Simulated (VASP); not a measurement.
Write the native input for VASP 6.6.1 that does the following.

```
Task                   : single point
Functional             : BLYP
Potentials or basis    : VASP PAW PBE potentials, release 64 (Re)
Cutoff                 : 520 eV
k mesh                 : 16 × 16 × 8
Occupations            : fermi-dirac, width 0.1 eV
Spin                   : no spin polarisation
Dipole correction      : no
Further INCAR settings : ALGO = Normal; EDIFF = 1e-07; NBANDS = 14
```

The structure of Re lies in POSCAR:

```
Re
1.0
   -1.9413820487      1.5945365145      1.4231205993
    1.5945365145     -1.9413820487      1.4231205993
    3.5845729131      3.5845729131     -2.0583688303
Re
2
Direct
    0.9582632107      0.0417367893      1.0000000000
    0.7917367893      0.2082632107      0.5000000000
```

One way to write it, as run:

INCAR

```
SYSTEM = Re
PREC = Accurate
ENCUT = 520
EDIFF = 1E-7
ISMEAR = -1
SIGMA = 0.1
LREAL = .FALSE.
LASPH = .TRUE.
NELM = 100
ALGO = Normal
ISIF = 2
LWAVE = .FALSE.
LCHARG = .TRUE.
GGA = B5
ALDAX = 1.0
AGGAX = 1.0
AGGAC = 1.0
ALDAC = 0.0
LELF = .TRUE.
LVHAR = .TRUE.
NBANDS = 14
```

KPOINTS

```
Automatic mesh
0
G
  16 16 8
  0 0 0
```

Potentials or basis: VASP PAW PBE potentials, release 64 (Re).

The run is started by

```console
$ cat potpaw_PBE.64/Re/POTCAR > POTCAR
$ mpirun -np 1 vasp_std > vasp.out
```

Results of the run:

```yaml
Pressure: -19.8 GPa
Band_gap_on_the_k_mesh: zero (bands 7 and 8 overlap by 2.71 eV)
```

Caveat: the cell stands under tension; the PAW data sets were made with another functional, which shifts forces and pressure a little; spin-orbit coupling is left out, which moves the levels of the heavy elements.

Wall time 7.2 min on 1 thread of Intel Xeon 8259CL (shared host), peak memory 0.36 GiB.
